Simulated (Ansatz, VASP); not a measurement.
## Two plane-wave programs on WS

```
W S
1.0
     0.00000    2.72995    2.72995
     2.72995    0.00000    2.72995
     2.72995    2.72995    0.00000
W S
1 1
Cartesian
  0.0000 0.0000 0.0000
  2.7299 2.7299 2.7299
```

Alike in both runs: task single point; functional r2SCAN; k mesh 14 × 14 × 14; occupations gaussian, width 0.1 eV; collinear spin; Hubbard terms W d U = 6.2 eV.

|  | VASP | Ansatz |
| --- | --- | --- |
| version | VASP 6.6.1 | Ansatz 0.2.0 |
| potentials or method | VASP PAW PBE potentials, release 64 (W_sv, S), cutoff 520 eV | scalar-relativistic, plane waves, PAW |
| valence electrons in the cell | 20 | 20 |

```csv
,VASP,Ansatz,Ansatz less VASP
gap on the k mesh at the Fermi level (eV),none,none,-
pressure (GPa),-3.8,0.0,+3.76
net moment per atom (μB),1.91,2.00,+0.092
size of the moment on the site where the two differ most (μB),3.15,3.01,-0.147
```

VASP's potentials were made for PBE, not for r2SCAN. Site moments also hang on the region over which each program counts them. The programs project onto different local orbitals, so the same U acts differently, and such runs can settle in different states. A gap of «none» marks a metal or a gap that the smearing closes. Ansatz's warnings: filled band counts differ across k points, stability check not made.

Neither program's run includes spin-orbit coupling.
